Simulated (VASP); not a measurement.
A run of VASP 6.6.1:

The input INCAR:

```
ALGO = Normal ; EDIFF = 1E-6
ENCUT = 520 ; GGA = PE
ISIF = 2 ; ISMEAR = 0
LASPH = T ; LCHARG = T
LELF = T ; LREAL = F
LVHAR = T ; LWAVE = F
NBANDS = 41 ; NELM = 100
PREC = Accurate ; SIGMA = 0.02
```

The input KPOINTS:

```
k-points
0
Gamma
  12 12 2
```

Contents of POSCAR:

```
Mg5ZnO6
1.0
    3.0187913263      0.0000000289      0.0000000000
   -1.5093956881      2.6143499628      0.0000000000
    0.0000000000      0.0000000000     14.7673283000
Mg Zn O
5 1 6
Direct
    0.3333333333      0.6666666667      0.8323040000
    0.6666666667      0.3333333333      0.1676960000
    0.3333333333      0.6666666667      0.3338970000
    0.0000000000      0.0000000000      0.5000000000
    0.6666666667      0.3333333333      0.6661030000
    0.0000000000      0.0000000000      0.0000000000
    0.6666666667      0.3333333333      0.9133950000
    0.3333333333      0.6666666667      0.0866050000
    0.0000000000      0.0000000000      0.2508630000
    0.6666666667      0.3333333333      0.4169520000
    0.3333333333      0.6666666667      0.5830480000
    0.0000000000      0.0000000000      0.7491370000
```

Potentials or basis: VASP PAW PBE potentials, release 64 (Mg, Zn, O).

The run is started by

```bash
$ cat potpaw_PBE.64/Mg/POTCAR potpaw_PBE.64/Zn/POTCAR potpaw_PBE.64/O/POTCAR > POTCAR
$ mpirun -np 1 vasp_std > vasp.out
```

Hardware: 1 thread of Intel(R) Xeon(R) Platinum 8259CL CPU @ 2.50GHz (Skylake/Cascade Lake) (shared host).

**Question.** Estimate the wall time of this run.

**Answer.** Run time: 3.8 min on 1 thread of Intel(R) Xeon(R) Platinum 8259CL CPU @ 2.50GHz (Skylake/Cascade Lake), with other jobs on the host, peak memory 0.33 GiB. Counts: scf iterations 16, k points 38.
